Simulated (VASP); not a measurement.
Wanted: the native input for a VASP 6.6.1 run.

```
Task                   : electric field gradients
Functional             : PBEsol
Potentials or basis    : VASP PAW PBE potentials, release 64 (Ba_sv)
Cutoff                 : 520 eV
k mesh                 : 10 × 10 × 10
Occupations            : fermi-dirac, width 0.05 eV
Spin                   : no spin polarisation
Dipole correction      : no
Further INCAR settings : ALGO = Normal; EDIFF = 1e-08; NBANDS = 11
```

The structure of Ba lies in POSCAR:

```
Ba
1.0
   -2.5250000000      2.5250000000      2.5000000000
    2.5250000000     -2.5250000000      2.5000000000
    2.5250000000      2.5250000000     -2.5000000000
Ba
1
Direct
    0.0000000000      0.0000000000      0.0000000000
```

This cell differs from its parent crystal: equal xx and yy strain of +1 %.

These files were run (other wordings do the same):

INCAR

```
SYSTEM = Ba
PREC = Accurate
ENCUT = 520
EDIFF = 1E-8
ISMEAR = -1
SIGMA = 0.05
LREAL = .FALSE.
LASPH = .TRUE.
NELM = 100
ALGO = Normal
ISIF = 2
LWAVE = .FALSE.
LCHARG = .FALSE.
GGA = PS
LEFG = .TRUE.
NBANDS = 11
```

KPOINTS

```
regular mesh
0
G
  10 10 10
  0 0 0
```

Potentials or basis: VASP PAW PBE potentials, release 64 (Ba_sv).

Run with:

```bash
$ cat potpaw_PBE.64/Ba_sv/POTCAR > POTCAR
$ mpirun -np 1 vasp_std > vasp.out
```

Results of the run:

* Pressure: -0.7 GPa
* Band gap on the k mesh: zero (band 5 reaches 1.82 eV, above the bottom of band 6 at 0.98 eV)

Caveat: the cell differs from its parent crystal (equal xx and yy strain of +1 %); without QUAD_EFG the Cq values of the log hold for a quadrupole moment of 1 mb, not for the nuclei; the PAW data sets were made with another functional, which shifts forces and pressure a little; spin-orbit coupling is left out, which moves the levels of the heavy elements.

It took 39 s on 1 thread of Intel(R) Xeon(R) Platinum 8259CL CPU @ 2.50GHz (Skylake/Cascade Lake), with other jobs on the host, peak memory 0.22 GiB.
